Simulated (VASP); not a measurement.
# Ca2TiSiP4 (P-42m) in VASP: further runs, part 2 of 2

VASP 6.6.1. The steps go on from the part before.

**3. Single point, PBE**

This run uses another cell than the first one, of 25.71 Å³/atom.

Input file INCAR:

```
PREC = Accurate ; ENCUT = 520
EDIFF = 1E-7 ; ISMEAR = 0
SIGMA = 0.1 ; LREAL = F
LASPH = T ; NELM = 80
ALGO = Normal ; ISIF = 2
LWAVE = F ; LCHARG = F
GGA = PE ; NBANDS = 38
```

Input file KPOINTS:

```
Automatic mesh
0
Gamma
  4 4 4
```

Input file POSCAR:

```
Ca2TiSiP4
1.0
    5.6773086805      0.0000000000      0.0000000000
    0.0000000000      5.6773086805      0.0000000000
    0.0000000000      0.0000000000      6.3811919310
Ca Ti Si P
2 1 1 4
Direct
    0.5000000000      0.0000000000      0.0000000000
    0.0000000000      0.5000000000      0.0000000000
    0.5000000000      0.5000000000      0.5000000000
    0.0000000000      0.0000000000      0.5000000000
    0.7578894467      0.2421105533      0.3079823382
    0.2421105533      0.7578894467      0.3079823382
    0.2421105533      0.2421105533      0.6920176618
    0.7578894467      0.7578894467      0.6920176618
```

Potentials or basis: VASP PAW PBE potentials, release 64 (Ca_sv, Ti_sv, Si, P).

On the command line:

```
cat potpaw_PBE.64/Ca_sv/POTCAR potpaw_PBE.64/Ti_sv/POTCAR potpaw_PBE.64/Si/POTCAR potpaw_PBE.64/P/POTCAR > POTCAR
mpirun -np 1 vasp_std > vasp.out
```

Run time: 86 s. Hardware: 1 thread of Intel Xeon 6975P-C (Granite Rapids), shared host; peak memory 0.36 GiB.

Results (log left out):

```yaml
Free_energy: -42.9492 eV
Pressure: -0.2 GPa
Largest_force: 0.039 eV/Å
Band_gap_on_the_k_mesh: zero (bands 28 and 29 overlap by 0.13 eV)
```

Forces on the atoms (eV/Å):
```
Ca   0.000  0.000  0.000
Ca   0.000  0.000  0.000
Ti   0.000  0.000  0.000
Si   0.000  0.000  0.000
P    0.026 -0.026 -0.012
P   -0.026  0.026 -0.012
P   -0.026 -0.026  0.012
P    0.026  0.026  0.012
```

Levels at points of the mesh, in eV from the Fermi level:
| k point | band 24 | band 25 | band 26 | band 27 | band 28 | band 29 | band 30 | band 31 | band 32 | band 33 |
| --- | --- | --- | --- | --- | --- | --- | --- | --- | --- | --- |
| (0.00, 0.00, 0.00) | -1.18 | -1.18 | -0.33 | -0.33 | -0.29 | -0.13 | 1.39 | 1.45 | 1.45 | 1.72 |
| (0.50, 0.00, 0.00) | -1.72 | -1.30 | -0.98 | -0.57 | -0.29 | 0.84 | 1.34 | 1.37 | 1.56 | 1.72 |
| (0.50, 0.50, 0.00) | -1.60 | -1.29 | -1.29 | -0.57 | 0.00 | 0.75 | 1.17 | 1.91 | 2.16 | 2.16 |
| (0.00, 0.00, 0.50) | -1.15 | -1.15 | -1.10 | -0.35 | -0.35 | 0.40 | 1.33 | 1.56 | 1.56 | 1.94 |
| (0.50, 0.00, 0.50) | -1.47 | -1.14 | -1.07 | -0.64 | -0.59 | 0.88 | 1.40 | 1.48 | 1.67 | 1.91 |
| (0.50, 0.50, 0.50) | -1.52 | -0.73 | -0.73 | -0.62 | -0.11 | 0.56 | 1.09 | 2.18 | 2.18 | 2.18 |

**4. Relaxation of cell and atoms, PBE**

Input file INCAR:

```
SYSTEM = Ca2TiSiP4
ALGO = Normal
EDIFF = 1E-6
EDIFFG = -0.04
ENCUT = 600
GGA = PE
IBRION = 2
ISIF = 3
ISMEAR = 0
LASPH = .True.
LCHARG = .False.
LREAL = .False.
LWAVE = .False.
NELM = 100
NSW = 90
PREC = Accurate
SIGMA = 0.1
```

Input file KPOINTS:

```
k-points
0
Gamma
  4 4 4
  0 0 0
```

Input file POSCAR:

```
Ca2TiSiP4
1.0
    4.8551180700      0.0000000000      0.0000000000
    0.0000000000      4.8551180700      0.0000000000
    0.0000000000      0.0000000000      4.8551180700
Ca Ti Si P
2 1 1 4
Direct
    0.5000000000      0.0000000000      0.0000000000
    0.0000000000      0.5000000000      0.0000000000
    0.5000000000      0.5000000000      0.5000000000
    0.0000000000      0.0000000000      0.5000000000
    0.7500000000      0.2500000000      0.2500000000
    0.2500000000      0.7500000000      0.2500000000
    0.2500000000      0.2500000000      0.7500000000
    0.7500000000      0.7500000000      0.7500000000
```

On the command line:

```
cat potpaw_PBE.64/Ca_sv/POTCAR potpaw_PBE.64/Ti_sv/POTCAR potpaw_PBE.64/Si/POTCAR potpaw_PBE.64/P/POTCAR > POTCAR
mpirun -np 1 vasp_std > vasp.out
```

Wall time 8 min (1 thread of Intel Xeon 6975P-C (Granite Rapids), shared host); peak memory 0.32 GiB.

The run converged. Its results:

```yaml
Free_energy: -42.9157 eV
Relaxed_volume: 25.63 Å³/atom
Relaxed_cell: a = 5.669 Å, b = 5.669 Å, c = 6.379 Å, α = 90.00°, β = 90.00°, γ = 90.00°
Space_group_after_relaxing_to_0.1_Å: P-42m (No. 111)
Energy_gained_by_relaxing: 2616.8 meV/atom
Ionic_steps: 14
Pressure_after_relaxing: 0.0 GPa
Largest_force_after_relaxing: 0.014 eV/Å
Band_gap_on_the_k_mesh: zero (bands 28 and 29 overlap by 0.13 eV)
```

Forces in eV/Å, atoms in the order of the input:
```
Ca   0.000  0.000  0.000
Ca   0.000  0.000  0.000
Ti   0.000  0.000  0.000
Si   0.000  0.000  0.000
P    0.001 -0.001 -0.014
P   -0.001  0.001 -0.014
P   -0.001 -0.001  0.014
P    0.001  0.001  0.014
```

The path:
```csv
step,energy change (eV),largest force (eV/Å),pressure (GPa),volume (Å³)
1,0.0000,5.5791,94.31,114.45
2,-15.1666,0.4664,-10.42,318.24
3,-20.2229,1.3929,-2.11,212.80
4,-20.2346,1.4412,-1.46,210.13
5,-20.2349,1.4841,-0.86,207.83
6,-20.6580,0.8515,-0.20,205.08
7,-20.8701,0.0366,1.03,201.79
8,-20.8721,0.1148,1.23,201.36
9,-20.9058,0.1683,-0.53,207.36
10,-20.9061,0.1644,-0.40,206.89
11,-20.9224,0.1357,-0.24,206.17
12,-20.9327,0.0880,0.00,205.03
13,-20.9327,0.0847,0.02,204.95
14,-20.9342,0.0137,-0.05,205.03
```

Final structure:
```
Ca Ti Si P
1.0
     5.66932    0.00000    0.00000
     0.00000    5.66932    0.00000
     0.00000    0.00000    6.37898
Ca Ti Si P
2 1 1 4
Direct
  0.50000 0.00000 0.00000
  0.00000 0.50000 0.00000
  0.50000 0.50000 0.50000
  0.00000 0.00000 0.50000
  0.75829 0.24171 0.30783
  0.24171 0.75829 0.30783
  0.24171 0.24171 0.69217
  0.75829 0.75829 0.69217
```

Levels at points of the mesh, in eV from the Fermi level:
| k point | band 26 | band 27 | band 28 | band 29 | band 30 | band 31 |
| --- | --- | --- | --- | --- | --- | --- |
| (0.00, 0.00, 0.00) | -0.32 | -0.32 | -0.30 | -0.13 | 1.39 | 1.44 |
| (0.50, 0.00, 0.00) | -0.98 | -0.57 | -0.30 | 0.84 | 1.34 | 1.36 |
| (0.00, 0.00, 0.50) | -1.10 | -0.35 | -0.35 | 0.40 | 1.32 | 1.55 |
| (0.50, 0.50, 0.00) | -1.29 | -0.57 | 0.00 | 0.75 | 1.17 | 1.91 |
| (0.00, 0.50, 0.50) | -1.07 | -0.65 | -0.59 | 0.88 | 1.40 | 1.48 |
| (0.50, 0.50, 0.50) | -0.73 | -0.61 | -0.11 | 0.56 | 1.08 | 2.18 |

Caveat: the volume moved by over 15 % at a fixed basis, so the end points are rough.

**5. Single point, PBE**

This run uses another cell than the first one, of 25.61 Å³/atom.

Input file INCAR:

```
PREC     = Accurate       # precision mode
ENCUT    = 520            # plane-wave cutoff, eV
EDIFF    = 1E-6           # SCF threshold, eV
ISMEAR   = 0              # smearing method
SIGMA    = 0.1            # smearing width, eV
LREAL    = False          # projectors in reciprocal space
LASPH    = True           # aspherical terms in the spheres
NELM     = 100            # most SCF steps
ALGO     = Normal         # electronic algorithm
ISIF     = 2              # what is computed and relaxed
LWAVE    = False          # write WAVECAR
LCHARG   = False          # write CHGCAR
GGA      = PE             # functional
NBANDS   = 38             # bands
```

Input file KPOINTS:

```
Automatic mesh
0
Gamma
  8 8 6
```

Input file POSCAR:

```
Ca2TiSiP4
1.0
    5.6695998208      0.0000000000      0.0000000000
    0.0000000000      5.6695998208      0.0000000000
    0.0000000000      0.0000000000      6.3744306509
Ca Ti Si P
2 1 1 4
Direct
    0.5000000000      0.0000000000      0.0000000000
    0.0000000000      0.5000000000      0.0000000000
    0.5000000000      0.5000000000      0.5000000000
    0.0000000000      0.0000000000      0.5000000000
    0.7581250015      0.2418749985      0.3073934222
    0.2418749985      0.7581250015      0.3073934222
    0.2418749985      0.2418749985      0.6926065778
    0.7581250015      0.7581250015      0.6926065778
```

Potentials or basis: VASP PAW PBE potentials, release 64 (Ca_sv, Ti_sv, Si, P).

On the command line:

```
cat potpaw_PBE.64/Ca_sv/POTCAR potpaw_PBE.64/Ti_sv/POTCAR potpaw_PBE.64/Si/POTCAR potpaw_PBE.64/P/POTCAR > POTCAR
mpirun -np 1 vasp_std > vasp.out
```

OUTCAR:

```text
PREC = Accurate
   ENCUT = 520
   EDIFF = 1E-6
   ISMEAR = 0
   LREAL = False
   LASPH = True
   NELM = 100
   ISIF = 2
   GGA = PE

 ion  position               nearest neighbor table
   1  0.500  0.000  0.000-   5 2.80   6 2.80   7 2.80   8 2.80
   2  0.000  0.500  0.000-   5 2.80   6 2.80   7 2.80   8 2.80
   3  0.500  0.500  0.500-   5 2.41   6 2.41   7 2.41   8 2.41
   4  0.000  0.000  0.500-   5 2.30   6 2.30   7 2.30   8 2.30
[... 1199 lines left out ...]
  -------------------------------------------------------------------------------------
  Total       -0.0082695     -0.0082695      0.0595662      0.0000000      0.0000000      0.0000000
  in kB       -0.0646613     -0.0646613      0.4657619      0.0000000      0.0000000      0.0000000
  external PRESSURE =       0.1121464 kB  Pullay stress =       0.0000000 kB

 VOLUME and BASIS-vectors are now :
 -----------------------------------------------------------------------------
  energy-cutoff  :      520.00
  volume of cell :      204.90
      direct lattice vectors                 reciprocal lattice vectors
     5.669599821  0.000000000  0.000000000     0.176379292  0.000000000  0.000000000
     0.000000000  5.669599821  0.000000000     0.000000000  0.176379292  0.000000000
     0.000000000  0.000000000  6.374430651     0.000000000  0.000000000  0.156876756

 POSITION                                       TOTAL-FORCE (eV/Angst)
 -----------------------------------------------------------------------------------
      2.83480      0.00000      0.00000         0.000000      0.000000     -0.000000
      0.00000      2.83480      0.00000         0.000000      0.000000     -0.000000
      2.83480      2.83480      3.18722         0.000000      0.000000     -0.000000
      0.00000      0.00000      3.18722         0.000000      0.000000     -0.000000
      4.29827      1.37133      1.95946         0.012004     -0.012004      0.020121
      1.37133      4.29827      1.95946        -0.012004      0.012004      0.020121
      1.37133      1.37133      4.41497        -0.012004     -0.012004     -0.020121
      4.29827      4.29827      4.41497         0.012004      0.012004     -0.020121
 -----------------------------------------------------------------------------------
    total drift:                                0.000000      0.000000      0.000000

  FREE ENERGIE OF THE ION-ELECTRON SYSTEM (eV)
  ---------------------------------------------------
  free  energy   TOTEN  =       -42.9477338992 eV

  energy  without entropy=      -42.9427649491  energy(sigma->0) =      -42.94524942
```

stdout:

```text
POSCAR found type information on POSCAR CaTiSiP
 POSCAR found :  4 types and       8 ions
 scaLAPACK will be used
 LDA part: xc-table for (Slater+PW92), standard interpolation
 POSCAR, INCAR and KPOINTS ok, starting setup
 FFT: planning ... GRIDC
 FFT: planning ... GRID_SOFT
 FFT: planning ... GRID
 WAVECAR not read
 entering main loop
```

It took 3.7 min on 1 thread of Intel Xeon 6975P-C (Granite Rapids), shared host; peak memory 0.57 GiB.

What came out:

```
Free energy            : -42.9477 eV
Pressure               : 0.0 GPa
Largest force          : 0.026 eV/Å
Band gap on the k mesh : zero (bands 28 and 29 overlap by 0.14 eV)
```

Forces on the atoms (eV/Å):
```
Ca   0.000  0.000  0.000
Ca   0.000  0.000  0.000
Ti   0.000  0.000  0.000
Si   0.000  0.000  0.000
P    0.012 -0.012  0.020
P   -0.012  0.012  0.020
P   -0.012 -0.012 -0.020
P    0.012  0.012 -0.020
```

**6. The runs side by side**

```tsv
task	cell	k mesh	cutoff (eV)	gap on the mesh (eV)	pressure (GPa)	largest force (eV/Å)
single point	a = 4.855 Å, 8 atoms, atomic positions A	4 × 4 × 4	520	none	94.3	5.58
single point	a = 5.677, b = 5.677, c = 6.381 Å, 8 atoms, atomic positions B	4 × 4 × 4	520	none	-0.2	0.04
relaxation of cell and atoms	relaxed from a = 4.855 Å, 8 atoms, atomic positions A	4 × 4 × 4	600	none	0.0	0.01
single point	a = 5.670, b = 5.670, c = 6.374 Å, 8 atoms, atomic positions C	8 × 8 × 6	520	none	0.0	0.03
```

Alike in all rows: level PBE; potentials or basis VASP PAW PBE potentials, release 64 (Ca_sv, Ti_sv, Si, P); no spin polarisation; smearing gaussian 0.1 eV.

Caveats: the cell stands under pressure (at least some runs); forces of over 1 eV/Å act on the atoms, so gaps and moduli don't describe the material at rest (at least some runs); the volume moved by over 15 % at a fixed basis, so the end points are rough (at least some runs).

Total energies depend on the potentials used, so only differences within one code and one set of settings carry meaning.
